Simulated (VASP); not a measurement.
Set up this calculation in VASP 6.6.1, as the native input.

- Task: single point
- Functional: PBE
- Potentials or basis: VASP PAW PBE potentials, release 64 (Si)
- Cutoff: 520 eV
- k mesh: 4 × 4 × 4
- Occupations: gaussian, width 0.1 eV
- Spin: no spin polarisation
- Dipole correction: no
- Further INCAR settings: ALGO = Normal; EDIFF = 1e-06; NBANDS = 21

The structure of Si lies in POSCAR:

```
Si
1.0
    3.4838235419     -4.1016645466      0.0000000000
    3.4838235419      4.1016645466      0.0000000000
    0.0000000000      0.0000000000      4.4068472686
Si
6
Direct
    0.6052519594      0.3947480406      0.3069328056
    0.8947480406      0.1052519594      0.3069328056
    0.3947480406      0.6052519594      0.6930671944
    0.1052519594      0.8947480406      0.6930671944
    0.7500000000      0.7500000000      0.0000000000
    0.2500000000      0.2500000000      0.0000000000
```

The cell was generated, and may not be a known phase.

One way to write it, as run:

INCAR

```
PREC     = Accurate       # precision mode
ENCUT    = 520            # plane-wave cutoff, eV
EDIFF    = 1E-6           # SCF threshold, eV
ISMEAR   = 0              # smearing method
SIGMA    = 0.1            # smearing width, eV
LREAL    = F              # projectors in reciprocal space
LASPH    = T              # aspherical terms in the spheres
NELM     = 60             # most SCF steps
ALGO     = Normal         # electronic algorithm
ISIF     = 2              # what is computed and relaxed
LWAVE    = F              # write WAVECAR
LCHARG   = F              # write CHGCAR
GGA      = PE             # functional
NBANDS   = 21             # bands
```

KPOINTS

```
Automatic mesh
0
Gamma
  4 4 4
```

Potentials or basis: VASP PAW PBE potentials, release 64 (Si).

Command:

```console
$ cat potpaw_PBE.64/Si/POTCAR > POTCAR
$ mpirun -np 1 vasp_std > vasp.out
```

Results of the run:

```json
{
 "Pressure": "0.0 GPa",
 "Largest force": "0.014 eV/Å",
 "Band gap on the k mesh": "zero (bands 12 and 13 overlap by 0.75 eV)"
}
```

Caveat: semilocal functionals underestimate gaps, and a narrow one can read as zero.

Run time: 41 s on 1 thread of Intel(R) Xeon(R) Platinum 8259CL CPU @ 2.50GHz (Skylake/Cascade Lake), with other jobs on the host, peak memory 0.22 GiB.
